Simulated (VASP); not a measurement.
# Sb (P-1) in VASP: notebook

Runs on Sb. Level: LDA. Tasks: single point.

Everything below comes from runs of VASP 6.6.1. Logs are shortened: lines on timing, memory, paths and dates and some standing lists are left out, and cuts for length are marked.

### Step 1. The cell of the first run

The typed cell holds 2 atoms: a = 2.988 Å, b = 2.988 Å, c = 5.770 Å, α = 112.85°, β = 102.46°, γ = 109.47°.

### Step 2. Single point, LDA

Input file INCAR:

```
  PREC = Accurate
  ENCUT = 520
  EDIFF = 1E-6
  ISMEAR = -1
  SIGMA = 0.2
  LREAL = F
  LASPH = T
  NELM = 80
  ALGO = Normal
  ISIF = 2
  LWAVE = F
  LCHARG = F
  GGA = CA
  NBANDS = 12
```

Input file KPOINTS:

```
Automatic mesh
0
Gamma
  7 7 7
```

Input file POSCAR:

```
Sb
1.0
   -1.7250000000      1.7250000000      1.7250000000
    1.7250000000     -1.7250000000      1.7250000000
    3.0187500000      3.8812500000     -3.0187500000
Sb
2
Direct
    0.0000000000      0.0000000000      0.0000000000
   -0.1250000000      0.0000000000      0.5000000000
```

Potentials or basis: VASP PAW LDA potentials, release 64 (Sb).

Run with:

```console
$ cat potpaw_LDA.64/Sb/POTCAR > POTCAR
$ mpirun -np 1 vasp_std > vasp.out
```

OUTCAR:

```text
PREC = Accurate
   ENCUT = 520
   EDIFF = 1E-6
   ISMEAR = -1
   LREAL = F
   LASPH = T
   NELM = 80
   ISIF = 2
   GGA = CA

 ion  position               nearest neighbor table
   1  0.000  0.000  0.000-   2 2.83   2 2.99   2 2.99   2 3.08   2 3.31   2 3.45   2 3.45
   2  0.875  0.000  0.500-   1 2.83   1 2.99   1 2.99   1 3.08   1 3.31   1 3.45   1 3.45

  LATTYP: Found a triclinic cell.
 ALAT       =     2.9877876431
 B/A-ratio  =     2.3935677694
 C/A-ratio  =     2.4622144504
 COS(alpha) =     0.0176749080
 COS(beta)  =     0.6430525713
 COS(gamma) =     0.7311261550

  Lattice vectors:

 A1 = (   1.7250000000,  -1.7250000000,  -1.7250000000)
 A2 = (   6.4687500000,   0.4312500000,  -3.0187500000)
 A3 = (   0.4312500000,  -7.3312500000,  -0.4312500000)

Analysis of symmetry for initial positions (statically):
=====================================================================
 Subroutine PRICEL returns:
 Original cell was already a primitive cell.

 Routine SETGRP: Setting up the symmetry group for a
 triclinic supercell.

 Subroutine GETGRP returns: Found  2 space group operations
 (whereof  1 operations were pure point group operations)
 out of a pool of  2 trial point group operations.

The static configuration has the point symmetry C_1 .
 The point group associated with its full space group is S_2 .

Analysis of symmetry for dynamics (positions and initial velocities):
=====================================================================
 Subroutine PRICEL returns:
 Original cell was already a primitive cell.

 Routine SETGRP: Setting up the symmetry group for a
 triclinic supercell.

 Subroutine GETGRP returns: Found  2 space group operations
 (whereof  1 operations were pure point group operations)
 out of a pool of  2 trial point group operations.

The dynamic configuration has the point symmetry C_1 .
 The point group associated with its full space group is S_2 .

 Subroutine INISYM returns: Found  2 space group operations
 (whereof  1 operations are pure point group operations),
 and found     1 'primitive' translations

----------------------------------------------------------------------------------------

                                     Primitive cell

  volume of cell :      41.0636

  direct lattice vectors                    reciprocal lattice vectors
    -1.725000000  1.725000000  1.725000000    -0.036231884  0.253623188  0.289855072
     1.725000000 -1.725000000  1.725000000     0.289855072  0.000000000  0.289855072
     3.018750000  3.881250000 -3.018750000     0.144927536  0.144927536  0.000000000

  length of vectors
     2.987787643  2.987787643  5.769731769     0.386850661  0.409916975  0.204958487

  position of ions in fractional coordinates (direct lattice)
     0.000000000  0.000000000  0.000000000
     0.875000000  0.000000000  0.500000000

  ion indices of the primitive-cell ions
   primitive index   ion index
                 1           1
                 2           2

----------------------------------------------------------------------------------------

 KPOINTS: Automatic mesh

Automatic generation of k-mesh.
 Grid dimensions read from file:
 generate k-points for:    7    7    7

 Generating k-lattice:

  Cartesian coordinates                     Fractional coordinates (reciprocal lattice)
    -0.005175983  0.036231884  0.041407867     0.142857143  0.000000000  0.000000000
     0.041407867  0.000000000  0.041407867     0.000000000  0.142857143  0.000000000
     0.020703934  0.020703934  0.000000000     0.000000000  0.000000000  0.142857143

  Length of vectors
     0.055264380  0.058559568  0.029279784

  Shift w.r.t. Gamma in fractional coordinates (k-lattice)
     0.000000000  0.000000000  0.000000000

 Subroutine IBZKPT returns following result:
 ===========================================

 Found    172 irreducible k-points:

 Following reciprocal coordinates:
            Coordinates               Weight
  0.000000  0.000000  0.000000      1.000000
  0.142857 -0.000000  0.000000      2.000000
  0.285714  0.000000  0.000000      2.000000
  0.428571  0.000000 -0.000000      2.000000
  0.000000  0.142857  0.000000      2.000000
  0.142857  0.142857 -0.000000      2.000000
[... 16 lines left out ...]
 -0.428571  0.428571  0.000000      2.000000
 -0.285714  0.428571  0.000000      2.000000
 [... further k-points ...]
   k-points           NKPTS =    172   k-points in BZ     NKDIM =    172   number of bands    NBANDS=     12
   number of dos      NEDOS =    301   number of ions     NIONS =      2
   total plane-waves  NPLWV =  27648
   dimension x,y,z NGX =    24 NGY =   24 NGZ =   48
   dimension x,y,z NGXF=    48 NGYF=   48 NGZF=   96
   ions per type =               2
   NGX,Y,Z   is equivalent  to a cutoff of  13.35, 13.35, 13.83 a.u.
   NGXF,Y,Z  is equivalent  to a cutoff of  26.71, 26.71, 27.66 a.u.
 SYSTEM =  unknown system
   PREC   = accura    normal or accurate (medium, high low for compatibility)
   ISTART =      0    job   : 0-new  1-cont  2-samecut
   ICHARG =      2    charge: 1-file 2-atom 10-const
   ISPIN  =      1    spin polarized calculation?
   LNONCOLLINEAR =      F non collinear calculations
   LSORBIT =      F    spin-orbit coupling
   LASPH  =      T    aspherical Exc in radial PAW
   ENCUT  =  520.0 eV  38.22 Ry    6.18 a.u.   5.56  5.56 10.73*2*pi/ulx,y,z
   NELM   =     80;   NELMIN=  2; NELMDL= -5     # of ELM steps
   EDIFF  = 0.1E-05   stopping-criterion for ELM
   LREAL  =      F    real-space projection
   EDIFFG = 0.1E-04   stopping-criterion for IOM
   NSW    =      0    number of steps for IOM
   IBRION =     -1    ionic relax: 0-MD 1-quasi-New 2-CG
   NFREE  =      0    steps in history (QN), initial steepest desc. (CG)
   ISIF   =      2    stress and relaxation
   ISYM   =      2    0-nonsym 1-usesym 2-fastsym
   POTIM  = 0.5000    time-step for ionic-motion
   TEBEG  =    0.0;   TEEND  =   0.0 temperature during run
   PSTRESS=    0.0 pullay stress
   NELECT =      10.0000    total number of electrons
   NUPDOWN=      -1.0000    fix difference up-down
   EMIN   =  10.00;   EMAX   =-10.00  energy-range for DOS
   EFERMI =   0.00;   METHOD = LEGACY
   ISMEAR =    -1;   SIGMA  =   0.20  broadening in eV -4-tet -1-fermi 0-gaus
   EFERMI_NEDOS =   21; number of points for ismear=-14 and -15
   IALGO  =     38    algorithm
   IMIX   =      4    mixing-type and parameters
     AMIX     =   0.40;   BMIX     =  1.00
     AMIX_MAG =   1.60;   BMIX_MAG =  1.00
  volume/ion in A,a.u.               =      20.53       138.56
  Fermi-wavevector in a.u.,A,eV,Ry     =   1.022325  1.931915 14.220113  1.045149
  Thomas-Fermi vector in A             =   2.155998
   LORBIT       =      0    0 simple, 1 ext, 2 COOP (PROOUT), +10 PAW based schemes
   GGA     = CA    functional components
   LHFCALC =     F    Hartree Fock is set to
   AEXX    =    0.0000 exact exchange contribution
   IVDW    =     0    specifies the selected vdW correction
   LEPSILON=     F    determine dielectric tensor
   LRPA    =     F    only Hartree local field effects (RPA)
 non-spin polarized calculation
  energy-cutoff  :      520.00
  volume of cell :       41.06
 maximum number of plane-waves:      1123
 NGX is ok and might be reduce to    24
   NGX = 11   NGY = 11   NGZ = 21

 number of electron      10.0000000 magnetization

 Free energy of the ion-electron system (eV)
  ---------------------------------------------------
  ext. energy  EPLUGINS =         0.00000000
  ---------------------------------------------------
  free energy    TOTEN  =        -8.45024870 eV

  energy without entropy =       -8.29885492  energy(sigma->0) =       -8.37455181

 E-fermi :  12.4412     XC(G=0): -11.5648

 val. band max:       12.4220040575   @ k =   0.4286   0.4286   0.1429
 cond. band min:      12.4616371871   @ k =   0.2857  -0.2857   0.4286
 fundamental gap:      0.0396331297
 Fermi energy:        12.4412315118

 k-point     1 :       0.0000    0.0000    0.0000
  band No.  band energies     occupation
      1      -2.9666      2.00000
      2       2.9637      2.00000
      3       4.8559      2.00000
      4      15.0608      0.00000
      5      17.0958      0.00000
      6      18.1740      0.00000
      7      19.6615      0.00000
      8      20.0864      0.00000
      9      20.4892      0.00000
     10      21.4939      0.00000
     11      22.1282      0.00000
     12      23.7741      0.00000

 k-point     2 :       0.1429   -0.0000    0.0000
  band No.  band energies     occupation
      1      -2.4890      2.00000
      2       2.6465      2.00000
      3       6.0644      2.00000
      4      13.0324      0.09892
      5      14.7552      0.00002
      6      15.6765      0.00000
      7      19.1941      0.00000
      8      20.2945      0.00000
      9      20.6768      0.00000
     10      22.2056      0.00000
     11      22.7681      0.00000
     12      23.5119      0.00000

 k-point     3 :       0.2857    0.0000    0.0000
  band No.  band energies     occupation
      1      -1.0700      2.00000
      2       2.7397      2.00000
      3       7.8764      2.00000
      4       9.7312      2.00000
      5      10.3773      1.99993
      6      15.2498      0.00000
      7      17.4245      0.00000
      8      19.3509      0.00000
      9      20.6256      0.00000
     10      21.0950      0.00000
     11      22.4748      0.00000
     12      22.8072      0.00000
[... 286 lines left out ...]
 k-point    23 :      -0.4286    0.4286    0.0000
  band No.  band energies     occupation
      1       1.9400      2.00000
      2       6.0675      2.00000
      3       6.9335      2.00000
      4       9.1413      2.00000
      5      10.1438      1.99998
      6      10.9865      1.99861
      7      13.8634      0.00163
      8      14.7633      0.00002
      9      16.5177      0.00000
     10      18.2311      0.00000
     11      18.5884      0.00000
     12      21.2246      0.00000

 k-point    24 :      -0.2857    0.4286    0.0000
  band No.  band energies     occupation
      1       1.0099      2.00000
      2       4.5899      2.00000
      3       7.6108      2.00000
      4       8.8289      2.00000
      5      10.9626      1.99877
      6      12.1794      1.57475
      7      13.7585      0.00275
      8      16.3070      0.00000
      9      17.5929      0.00000
     10      18.1243      0.00000
     11      21.5586      0.00000
     12      22.3775      0.00000

 [... further k-points ...]
[... 5 lines left out ...]
  --------------------------------------------------------------------------------------
  -------------------------------------------------------------------------------------
  Total        8.1078455      6.9075252      6.8017167      0.0376542     -1.0613946     -0.0639756
  in kB      316.3433891    269.5105512    265.3822293      1.4691533    -41.4123785     -2.4961338
  external PRESSURE =     283.7453899 kB  Pullay stress =       0.0000000 kB

 VOLUME and BASIS-vectors are now :
 -----------------------------------------------------------------------------
  energy-cutoff  :      520.00
  volume of cell :       41.06
      direct lattice vectors                 reciprocal lattice vectors
    -1.725000000  1.725000000  1.725000000    -0.036231884  0.253623188  0.289855072
     1.725000000 -1.725000000  1.725000000     0.289855072  0.000000000  0.289855072
     3.018750000  3.881250000 -3.018750000     0.144927536  0.144927536  0.000000000

 POSITION                                       TOTAL-FORCE (eV/Angst)
 -----------------------------------------------------------------------------------
      0.00000      0.00000      0.00000         0.220383      0.150428     -0.172805
     -0.00000      3.45000      0.00000        -0.220383     -0.150428      0.172805
 -----------------------------------------------------------------------------------
    total drift:                               -0.000000     -0.000000      0.000000

  FREE ENERGIE OF THE ION-ELECTRON SYSTEM (eV)
  ---------------------------------------------------
  free  energy   TOTEN  =        -8.4502486975 eV

  energy  without entropy=       -8.2988549193  energy(sigma->0) =       -8.37455181
```

Run time: 52 s. Hardware: 1 thread of Intel Xeon 6975P-C, shared host; peak memory 0.2 GiB.

Results:

```
Free energy            : -8.4502 eV
Pressure               : 28.4 GPa
Largest force          : 0.318 eV/Å
Band gap on the k mesh : zero (band 5 reaches 17.10 eV, above the bottom of band 6 at 9.40 eV)
```

Forces in eV/Å, atoms in the order of the input:
```
Sb   0.220  0.150 -0.173
Sb  -0.220 -0.150  0.173
```

Caveat: the k points lie up to 0.37 Å⁻¹ apart; spin-orbit coupling is left out, which moves the levels of the heavy elements.

### Step 3. Single point, LDA

Input file INCAR:

```
ALGO = Normal
EDIFF = 1E-7
ENCUT = 520
GGA = CA
ISIF = 2
ISMEAR = -1
LASPH = T
LCHARG = F
LREAL = F
LWAVE = F
NBANDS = 12
NELM = 80
PREC = Accurate
SIGMA = 0.2
```

Input file KPOINTS:

```
k-points
0
Gamma
  7 7 7
```

Input file POSCAR:

```
Sb
1.0
   -1.7250000000      1.7250000000      1.7250000000
    1.7250000000     -1.7250000000      1.7250000000
    2.8031250000      4.0968750000     -2.8031250000
Sb
2
Direct
    0.0000000000      0.0000000000      0.0000000000
   -0.1875000000      0.0000000000      0.5000000000
```

Potentials or basis: VASP PAW LDA potentials, release 64 (Sb).

Run with:

```console
$ cat potpaw_LDA.64/Sb/POTCAR > POTCAR
$ mpirun -np 1 vasp_std > vasp.out
```

Wall time 48 s (1 thread of Intel Xeon 6975P-C, shared host); peak memory 0.2 GiB.

Results (log left out):

| Item | Value |
| --- | --- |
| Free energy | -8.3609 eV |
| Pressure | 29.7 GPa |
| Largest force | 0.499 eV/Å |
| Band gap on the k mesh | zero (band 5 reaches 17.47 eV, above the bottom of band 6 at 9.51 eV) |

Forces in eV/Å, atoms in the order of the input:
```
Sb   0.358  0.325 -0.124
Sb  -0.358 -0.325  0.124
```

Stress tensor (GPa, compression positive):
```
33.04  1.59  0.83
 1.59 29.21 -4.62
 0.83 -4.62 26.95
```

Levels at points of the mesh, in eV from the Fermi level:
| k point | band 3 | band 4 | band 5 | band 6 | band 7 | band 8 |
| --- | --- | --- | --- | --- | --- | --- |
| (0.00, 0.00, 0.00) | -7.64 | 2.79 | 5.02 | 5.16 | 7.18 | 7.66 |

Caveat: the k points lie up to 0.37 Å⁻¹ apart; spin-orbit coupling is left out, which moves the levels of the heavy elements.
